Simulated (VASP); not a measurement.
# SnO (Pmmn) in VASP: a series of runs

SnO is run at these levels: PBE; tasks: single point.

All numbers are computed with VASP 6.6.1; they aren't measurements. Logs are shortened: lines on timing, memory, paths and dates and some standing lists are left out, and cuts for length are marked.

## Step 1: The cell of the first run

It takes space group Pmmn (No. 59, orthorhombic). Conventional cell: a = 3.232 Å, b = 4.372 Å, c = 4.836 Å, α = 90.00°, β = 90.00°, γ = 90.00°. Sn (site symmetry mm2) has 4 O at 1.99 to 2.47 Å within 2.6 Å. O (site symmetry mm2) has 4 Sn at 1.99 to 2.47 Å within 2.6 Å.

## Step 2: Single point, PBE (strain -0.1500 x Voigt [1, -1, 0, 0, 0, 0])

File INCAR:

```
SYSTEM = SnO
ALGO = Normal
EDIFF = 1E-6
ENCUT = 520
GGA = PE
ISIF = 2
ISMEAR = 0
LASPH = .True.
LCHARG = .False.
LREAL = .False.
LWAVE = .False.
NBANDS = 28
NELM = 60
PREC = Accurate
SIGMA = 0.15
```

File KPOINTS:

```
k-points
0
Gamma
  12 12 10
  0 0 0
```

File POSCAR:

```
SnO
1.0
    3.2317000000      0.0000000000      0.0000000000
    0.0000000000      4.3723000000      0.0000000000
    0.0000000000      0.0000000000      4.8360000000
Sn O
2 2
Direct
    0.0000000000      0.5000000000      0.2385000000
    0.5000000000      0.0000000000      0.7615000000
    0.0000000000      0.0000000000      0.0000000000
    0.5000000000      0.5000000000      0.0000000000
```

Potentials or basis: VASP PAW PBE potentials, release 64 (Sn_d, O).

The run is started by

```sh
cat potpaw_PBE.64/Sn_d/POTCAR potpaw_PBE.64/O/POTCAR > POTCAR
mpirun -np 1 vasp_std > vasp.out
```

OUTCAR:

```text
SYSTEM = SnO
   EDIFF = 1E-6
   ENCUT = 520
   GGA = PE
   ISIF = 2
   ISMEAR = 0
   LASPH = .True.
   LREAL = .False.
   NELM = 60
   PREC = Accurate

 ion  position               nearest neighbor table
   1  0.000  0.500  0.239-   4 1.99   4 1.99   3 2.47   3 2.47   2 3.57   2 3.57   2 3.57   2 3.57
                             2 3.71   2 3.71   2 3.71   2 3.71
   2  0.500  0.000  0.761-   3 1.99   3 1.99   4 2.47   4 2.47   1 3.57   1 3.57   1 3.57   1 3.57
                             1 3.71   1 3.71   1 3.71   1 3.71
   3  0.000  0.000  0.000-   2 1.99   2 1.99   1 2.47   1 2.47
   4  0.500  0.500  0.000-   1 1.99   1 1.99   2 2.47   2 2.47

  LATTYP: Found a simple orthorhombic cell.
 ALAT       =     3.2317000000
 B/A-ratio  =     1.3529411765
 C/A-ratio  =     1.4964260296

  Lattice vectors:

 A1 = (   3.2317000000,   0.0000000000,   0.0000000000)
 A2 = (   0.0000000000,   4.3723000000,   0.0000000000)
 A3 = (   0.0000000000,   0.0000000000,   4.8360000000)

Analysis of symmetry for initial positions (statically):
=====================================================================
 Subroutine PRICEL returns:
 Original cell was already a primitive cell.

 Routine SETGRP: Setting up the symmetry group for a
 simple orthorhombic supercell.

 Subroutine GETGRP returns: Found  8 space group operations
 (whereof  4 operations were pure point group operations)
 out of a pool of  8 trial point group operations.

The static configuration has the point symmetry C_2v.
 The point group associated with its full space group is D_2h.

Analysis of symmetry for dynamics (positions and initial velocities):
=====================================================================
 Subroutine PRICEL returns:
 Original cell was already a primitive cell.

 Routine SETGRP: Setting up the symmetry group for a
 simple orthorhombic supercell.

 Subroutine GETGRP returns: Found  8 space group operations
 (whereof  4 operations were pure point group operations)
 out of a pool of  8 trial point group operations.

The dynamic configuration has the point symmetry C_2v.
 The point group associated with its full space group is D_2h.

 Subroutine INISYM returns: Found  8 space group operations
 (whereof  4 operations are pure point group operations),
 and found     1 'primitive' translations

----------------------------------------------------------------------------------------

                                     Primitive cell

  volume of cell :      68.3325

  direct lattice vectors                    reciprocal lattice vectors
     3.231700000  0.000000000  0.000000000     0.309434663  0.000000000  0.000000000
     0.000000000  4.372300000  0.000000000     0.000000000  0.228712577  0.000000000
     0.000000000  0.000000000  4.836000000     0.000000000  0.000000000  0.206782465

  length of vectors
     3.231700000  4.372300000  4.836000000     0.309434663  0.228712577  0.206782465

  position of ions in fractional coordinates (direct lattice)
     0.000000000  0.500000000  0.238500000
     0.500000000  0.000000000  0.761500000
     0.000000000  0.000000000  0.000000000
     0.500000000  0.500000000  0.000000000

  ion indices of the primitive-cell ions
   primitive index   ion index
                 1           1
                 2           2
                 3           3
                 4           4

----------------------------------------------------------------------------------------

 KPOINTS: k-points

Automatic generation of k-mesh.
 Grid dimensions read from file:
 generate k-points for:   12   12   10

 Generating k-lattice:

  Cartesian coordinates                     Fractional coordinates (reciprocal lattice)
     0.025786222  0.000000000  0.000000000     0.083333333  0.000000000  0.000000000
     0.000000000  0.019059381  0.000000000     0.000000000  0.083333333  0.000000000
     0.000000000  0.000000000  0.020678246     0.000000000  0.000000000  0.100000000

  Length of vectors
     0.025786222  0.019059381  0.020678246

  Shift w.r.t. Gamma in fractional coordinates (k-lattice)
     0.000000000  0.000000000  0.000000000

 Subroutine IBZKPT returns following result:
 ===========================================

 Found    294 irreducible k-points:

 Following reciprocal coordinates:
            Coordinates               Weight
  0.000000  0.000000  0.000000      1.000000
  0.083333  0.000000  0.000000      2.000000
  0.166667  0.000000  0.000000      2.000000
  0.250000  0.000000  0.000000      2.000000
  0.333333  0.000000  0.000000      2.000000
  0.416667  0.000000  0.000000      2.000000
[... 16 lines left out ...]
  0.083333  0.250000  0.000000      4.000000
  0.166667  0.250000  0.000000      4.000000
 [... further k-points ...]
   k-points           NKPTS =    294   k-points in BZ     NKDIM =    294   number of bands    NBANDS=     28
   number of dos      NEDOS =    301   number of ions     NIONS =      4
   total plane-waves  NPLWV =  31104
   dimension x,y,z NGX =    24 NGY =   36 NGZ =   36
   dimension x,y,z NGXF=    48 NGYF=   72 NGZF=   72
   ions per type =               2   2
   NGX,Y,Z   is equivalent  to a cutoff of  12.35, 13.69, 12.38 a.u.
   NGXF,Y,Z  is equivalent  to a cutoff of  24.69, 27.38, 24.75 a.u.
 SYSTEM =  SnO
   PREC   = accura    normal or accurate (medium, high low for compatibility)
   ISTART =      0    job   : 0-new  1-cont  2-samecut
   ICHARG =      2    charge: 1-file 2-atom 10-const
   ISPIN  =      1    spin polarized calculation?
   LNONCOLLINEAR =      F non collinear calculations
   LSORBIT =      F    spin-orbit coupling
   LASPH  =      T    aspherical Exc in radial PAW
   ENCUT  =  520.0 eV  38.22 Ry    6.18 a.u.   6.01  8.13  8.99*2*pi/ulx,y,z
   NELM   =     60;   NELMIN=  2; NELMDL= -5     # of ELM steps
   EDIFF  = 0.1E-05   stopping-criterion for ELM
   LREAL  =      F    real-space projection
   EDIFFG = 0.1E-04   stopping-criterion for IOM
   NSW    =      0    number of steps for IOM
   IBRION =     -1    ionic relax: 0-MD 1-quasi-New 2-CG
   NFREE  =      0    steps in history (QN), initial steepest desc. (CG)
   ISIF   =      2    stress and relaxation
   ISYM   =      2    0-nonsym 1-usesym 2-fastsym
   POTIM  = 0.5000    time-step for ionic-motion
   TEBEG  =    0.0;   TEEND  =   0.0 temperature during run
   PSTRESS=    0.0 pullay stress
   NELECT =      40.0000    total number of electrons
   NUPDOWN=      -1.0000    fix difference up-down
   EMIN   =  10.00;   EMAX   =-10.00  energy-range for DOS
   EFERMI =   0.00;   METHOD = LEGACY
   ISMEAR =     0;   SIGMA  =   0.15  broadening in eV -4-tet -1-fermi 0-gaus
   EFERMI_NEDOS =   21; number of points for ismear=-14 and -15
   IALGO  =     38    algorithm
   IMIX   =      4    mixing-type and parameters
     AMIX     =   0.40;   BMIX     =  1.00
     AMIX_MAG =   1.60;   BMIX_MAG =  1.00
  volume/ion in A,a.u.               =      17.08       115.28
  Fermi-wavevector in a.u.,A,eV,Ry     =   1.369470  2.587922 25.517006  1.875447
  Thomas-Fermi vector in A             =   2.495342
   LORBIT       =      0    0 simple, 1 ext, 2 COOP (PROOUT), +10 PAW based schemes
   GGA     = PE    functional components
   LHFCALC =     F    Hartree Fock is set to
   AEXX    =    0.0000 exact exchange contribution
   IVDW    =     0    specifies the selected vdW correction
   LEPSILON=     F    determine dielectric tensor
   LRPA    =     F    only Hartree local field effects (RPA)
 non-spin polarized calculation
 Gauss-broadening in eV      SIGMA  =   0.15
  energy-cutoff  :      520.00
  volume of cell :       68.33
 maximum number of plane-waves:      1872
   NGX = 13   NGY = 17   NGZ = 17

 number of electron      40.0000003 magnetization

 Free energy of the ion-electron system (eV)
  ---------------------------------------------------
  ext. energy  EPLUGINS =         0.00000000
  ---------------------------------------------------
  free energy    TOTEN  =       -21.69642434 eV

  energy without entropy =      -21.69568931  energy(sigma->0) =      -21.69605682

 E-fermi :   7.6558     XC(G=0): -10.3497

 val. band max:        7.6390048638   @ k =   0.5000   0.5000   0.0000
 cond. band min:       7.7761767196   @ k =   0.5000   0.5000   0.1000
 fundamental gap:      0.1371718558
 Fermi energy:         7.6557787709

 k-point     1 :       0.0000    0.0000    0.0000
  band No.  band energies     occupation
      1     -14.9993      2.00000
      2     -14.7965      2.00000
      3     -14.2107      2.00000
      4     -14.2018      2.00000
      5     -14.1368      2.00000
      6     -14.1259      2.00000
[... 20 lines left out ...]
     27      16.4659      0.00000
     28      17.4930      0.00000

 k-point     2 :       0.0833    0.0000    0.0000
  band No.  band energies     occupation
      1     -14.9948      2.00000
      2     -14.7969      2.00000
      3     -14.2101      2.00000
      4     -14.2079      2.00000
      5     -14.1565      2.00000
      6     -14.1422      2.00000
[... 20 lines left out ...]
     27      15.7324      0.00000
     28      18.8287      0.00000

 k-point     3 :       0.1667    0.0000    0.0000
  band No.  band energies     occupation
      1     -14.9890      2.00000
      2     -14.8144      2.00000
      3     -14.2256      2.00000
      4     -14.2106      2.00000
      5     -14.2009      2.00000
      6     -14.1569      2.00000
[... 20 lines left out ...]
     27      14.4657      0.00000
     28      18.7265      0.00000

 k-point     4 :       0.2500    0.0000    0.0000
  band No.  band energies     occupation
      1     -14.9957      2.00000
      2     -14.8689      2.00000
      3     -14.2315      2.00000
      4     -14.2240      2.00000
      5     -14.1941      2.00000
      6     -14.1767      2.00000
[... 578 lines left out ...]
     27      16.4840      0.00000
     28      17.8299      0.00000

 k-point    23 :       0.0833    0.2500    0.0000
  band No.  band energies     occupation
      1     -14.9740      2.00000
      2     -14.8374      2.00000
      3     -14.2131      2.00000
      4     -14.1791      2.00000
      5     -14.1722      2.00000
      6     -14.1343      2.00000
[... 20 lines left out ...]
     27      15.9046      0.00000
     28      18.4245      0.00000

 k-point    24 :       0.1667    0.2500    0.0000
  band No.  band energies     occupation
      1     -14.9716      2.00000
      2     -14.8514      2.00000
      3     -14.2317      2.00000
      4     -14.2143      2.00000
      5     -14.1720      2.00000
      6     -14.1530      2.00000
[... 20 lines left out ...]
     27      14.9516      0.00000
     28      17.1210      0.00000

 [... further k-points ...]

------------------------ aborting loop because EDIFF is reached ----------------------------------------

  FORCE on cell =-STRESS in cart. coord.  units (eV):
  Direction    XX          YY          ZZ          XY          YZ          ZX
  --------------------------------------------------------------------------------------
  -------------------------------------------------------------------------------------
  Total       13.6287921      0.3879730      6.4303303      0.0000000      0.0000000      0.0000000
  in kB      319.5513576      9.0967195    150.7705714      0.0000000      0.0000000      0.0000000
  external PRESSURE =     159.8062161 kB  Pullay stress =       0.0000000 kB

 VOLUME and BASIS-vectors are now :
 -----------------------------------------------------------------------------
  energy-cutoff  :      520.00
  volume of cell :       68.33
      direct lattice vectors                 reciprocal lattice vectors
     3.231700000  0.000000000  0.000000000     0.309434663  0.000000000  0.000000000
     0.000000000  4.372300000  0.000000000     0.000000000  0.228712577  0.000000000
     0.000000000  0.000000000  4.836000000     0.000000000  0.000000000  0.206782465

 POSITION                                       TOTAL-FORCE (eV/Angst)
 -----------------------------------------------------------------------------------
      0.00000      2.18615      1.15339         0.000000      0.000000      2.665261
      1.61585      0.00000      3.68261         0.000000      0.000000     -2.665261
      0.00000      0.00000      0.00000         0.000000      0.000000      2.857073
      1.61585      2.18615      0.00000         0.000000      0.000000     -2.857073
 -----------------------------------------------------------------------------------
    total drift:                                0.000000     -0.000000      0.000000

  FREE ENERGIE OF THE ION-ELECTRON SYSTEM (eV)
  ---------------------------------------------------
  free  energy   TOTEN  =       -21.6964243384 eV

  energy  without entropy=      -21.6956893086  energy(sigma->0) =      -21.69605682
```

Run time: 2.5 min. Hardware: 1 thread of Intel Xeon 6975P-C (Granite Rapids), shared host; peak memory 0.53 GiB.

What came out:

| Item | Value |
| --- | --- |
| Free energy | -21.6964 eV |
| Pressure | 16.0 GPa |
| Largest force | 2.857 eV/Å |
| Band gap on the k mesh | 0.03 eV (least direct gap 1.73 eV) |

Forces in eV/Å, atoms in the order of the input:
```
Sn   0.000  0.000  2.665
Sn   0.000  0.000 -2.665
O    0.000  0.000  2.857
O    0.000  0.000 -2.857
```

Stress tensor (GPa, compression positive):
```
31.96  0.00  0.00
 0.00  0.91  0.00
 0.00  0.00 15.08
```

Caveat: the cell differs from its parent crystal (strain -0.1500 x Voigt [1, -1, 0, 0, 0, 0]); the stress differs along the axes, from 1 to 32 GPa; the smearing spreads over this small gap; semilocal functionals underestimate gaps, and a narrow one can read as zero; spin-orbit coupling is left out, which moves the levels of the heavy elements; forces of over 1 eV/Å act on the atoms, so gaps and moduli don't describe the material at rest. A k mesh can miss the band edges.

## Step 3: Single point, PBE (strain +0.1312 x Voigt [1, -1, 0, 0, 0, 0])

File INCAR:

```
SYSTEM = SnO
PREC = Accurate
ENCUT = 520
EDIFF = 1E-6
ISMEAR = 0
SIGMA = 0.15
LREAL = .False.
LASPH = .True.
NELM = 60
ALGO = Normal
ISIF = 2
LWAVE = .False.
LCHARG = .False.
GGA = PE
NBANDS = 28
```

File KPOINTS:

```
Automatic mesh
0
Gamma
  12 12 10
  0 0 0
```

Changes to POSCAR since step 2:

```diff
@@ -2,4 +2,4 @@
 1.0
-    3.2317000000      0.0000000000      0.0000000000
-    0.0000000000      4.3723000000      0.0000000000
+    4.3008224000      0.0000000000      0.0000000000
+    0.0000000000      3.3031776000      0.0000000000
     0.0000000000      0.0000000000      4.8360000000
```

Potentials or basis: VASP PAW PBE potentials, release 64 (Sn_d, O).

The run is started by

```sh
cat potpaw_PBE.64/Sn_d/POTCAR potpaw_PBE.64/O/POTCAR > POTCAR
mpirun -np 1 vasp_std > vasp.out
```

It took 3 min on 1 thread of Intel Xeon 6975P-C (Granite Rapids), shared host; peak memory 0.53 GiB.

The run converged. Its results:

```yaml
Free_energy: -21.9615 eV
Pressure: 13.0 GPa
Largest_force: 2.361 eV/Å
Band_gap_on_the_k_mesh: 0.01 eV (least direct gap 1.78 eV)
```

Forces on the atoms (eV/Å):
```
Sn   0.000  0.000  2.112
Sn   0.000  0.000 -2.112
O    0.000  0.000 -2.361
O    0.000  0.000  2.361
```

Stress tensor (GPa, compression positive):
```
 0.82  0.00  0.00
 0.00 26.08  0.00
 0.00  0.00 12.20
```

Levels at points of the mesh, in eV from the valence-band top:
| k point | band 16 | band 17 | band 18 | band 19 | band 20 | band 21 | band 22 | band 23 | band 24 | band 25 |
| --- | --- | --- | --- | --- | --- | --- | --- | --- | --- | --- |
| (0.00, 0.00, 0.00) | -5.85 | -4.08 | -3.97 | -2.87 | -0.23 | 2.48 | 2.72 | 3.59 | 4.46 | 5.78 |
| (0.50, 0.00, 0.00) | -5.49 | -5.02 | -5.02 | -3.14 | -3.14 | 2.91 | 2.91 | 5.38 | 5.38 | 8.12 |
| (0.00, 0.50, 0.00) | -5.50 | -5.07 | -5.07 | -2.47 | -2.47 | 3.15 | 3.15 | 4.41 | 4.41 | 7.13 |
| (0.50, 0.50, 0.00) | -5.60 | -3.24 | -3.24 | -1.77 | -1.77 | 0.01 | 0.01 | 4.66 | 4.66 | 6.54 |
| (0.00, 0.00, 0.50) | -4.86 | -4.09 | -2.87 | -2.53 | -2.48 | 0.65 | 2.44 | 3.30 | 5.85 | 6.55 |
| (0.50, 0.00, 0.50) | -5.55 | -4.99 | -4.99 | -1.95 | -1.95 | 1.95 | 1.95 | 5.90 | 5.90 | 7.68 |
| (0.00, 0.50, 0.50) | -5.97 | -5.04 | -5.04 | -1.95 | -1.95 | 3.02 | 3.02 | 4.01 | 4.01 | 7.19 |
| (0.50, 0.50, 0.50) | -6.01 | -3.26 | -3.26 | -2.50 | -2.50 | 2.18 | 2.18 | 3.65 | 3.65 | 6.07 |

Caveat: the cell differs from its parent crystal (strain +0.1312 x Voigt [1, -1, 0, 0, 0, 0]); the stress differs along the axes, from 1 to 26 GPa; the smearing spreads over this small gap; semilocal functionals underestimate gaps, and a narrow one can read as zero; spin-orbit coupling is left out, which moves the levels of the heavy elements; forces of over 1 eV/Å act on the atoms, so gaps and moduli don't describe the material at rest. A k mesh can miss the band edges.

## Step 4: Single point, PBE (strain +0.1125 x Voigt [1, -1, 0, 0, 0, 0])

File INCAR:

```
SYSTEM = SnO
ALGO = Normal
EDIFF = 1E-6
ENCUT = 520
GGA = PE
ISIF = 2
ISMEAR = 0
LASPH = .TRUE.
LCHARG = .FALSE.
LREAL = .FALSE.
LWAVE = .FALSE.
NBANDS = 28
NELM = 80
PREC = Accurate
SIGMA = 0.15
```

File KPOINTS:

```
k-points
0
G
  12 12 10
  0 0 0
```

Changes to POSCAR since step 3:

```diff
@@ -2,4 +2,4 @@
 1.0
-    4.3008224000      0.0000000000      0.0000000000
-    0.0000000000      3.3031776000      0.0000000000
+    4.2297250000      0.0000000000      0.0000000000
+    0.0000000000      3.3742750000      0.0000000000
     0.0000000000      0.0000000000      4.8360000000
```

The run is started by

```sh
cat potpaw_PBE.64/Sn_d/POTCAR potpaw_PBE.64/O/POTCAR > POTCAR
mpirun -np 1 vasp_std > vasp.out
```

Wall time 2.7 min (1 thread of Intel Xeon 6975P-C (Granite Rapids), shared host); peak memory 0.53 GiB.

The run converged. Its results:

```
Free energy            : -22.1714 eV
Pressure               : 10.6 GPa
Largest force          : 1.927 eV/Å
Band gap on the k mesh : zero (bands 20 and 21 overlap by 0.03 eV)
```

Forces on the atoms (eV/Å):
```
Sn   0.000  0.000  1.651
Sn   0.000  0.000 -1.651
O    0.000  0.000 -1.927
O    0.000  0.000  1.927
```

Stress tensor (GPa, compression positive):
```
 0.85  0.00  0.00
 0.00 21.16  0.00
 0.00  0.00  9.81
```

Levels at points of the mesh, in eV from the Fermi level:
| k point | band 18 | band 19 | band 20 | band 21 | band 22 | band 23 |
| --- | --- | --- | --- | --- | --- | --- |
| (0.00, 0.00, 0.00) | -3.93 | -2.92 | -0.22 | 2.31 | 2.90 | 3.80 |
| (0.50, 0.00, 0.00) | -5.07 | -3.13 | -3.13 | 2.88 | 2.88 | 5.35 |
| (0.00, 0.50, 0.00) | -5.10 | -2.60 | -2.60 | 3.11 | 3.11 | 4.52 |
| (0.50, 0.50, 0.00) | -3.15 | -1.88 | -1.88 | -0.06 | -0.06 | 4.53 |
| (0.00, 0.00, 0.50) | -2.93 | -2.63 | -2.54 | 0.87 | 2.17 | 3.31 |
| (0.50, 0.00, 0.50) | -5.04 | -1.96 | -1.96 | 1.96 | 1.96 | 5.91 |
| (0.00, 0.50, 0.50) | -5.06 | -2.01 | -2.01 | 2.91 | 2.91 | 4.10 |
| (0.50, 0.50, 0.50) | -3.18 | -2.62 | -2.62 | 2.14 | 2.14 | 3.67 |

Caveat: the cell differs from its parent crystal (strain +0.1125 x Voigt [1, -1, 0, 0, 0, 0]); the stress differs along the axes, from 1 to 21 GPa; semilocal functionals underestimate gaps, and a narrow one can read as zero; spin-orbit coupling is left out, which moves the levels of the heavy elements; forces of over 1 eV/Å act on the atoms, so gaps and moduli don't describe the material at rest.

[end of part 1 of 2]

The gap in the log of VASP goes by the Fermi energy; the results here count the filled bands.